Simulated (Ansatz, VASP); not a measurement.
**One calculation of TiAl, two programs**

```
Ti Al
1.0
     3.19839    0.00000    0.00000
     0.00000    3.19839    0.00000
     0.00000    0.00000    3.19839
Ti Al
1 1
Cartesian
  1.5992 1.5992 1.5992
  0.0000 0.0000 0.0000
```

Alike in both runs: task single point; functional PBEsol; k mesh 7 × 7 × 7; occupations fermi-dirac, width 0.15 eV; no spin polarisation.

```csv
,VASP,Ansatz
version,VASP 6.6.1,Ansatz 0.2.0
potentials or method,"VASP PAW PBE potentials, release 64 (Ti_sv, Al)","plane waves, PAW"
plane-wave cutoff (eV),500,420
valence electrons in the cell,15,15
```

|  | VASP | Ansatz | Ansatz less VASP |
| --- | --- | --- | --- |
| pressure (GPa) | -3.9 | -3.9 | +0.02 |

VASP's potentials were made for PBE, not for PBEsol.
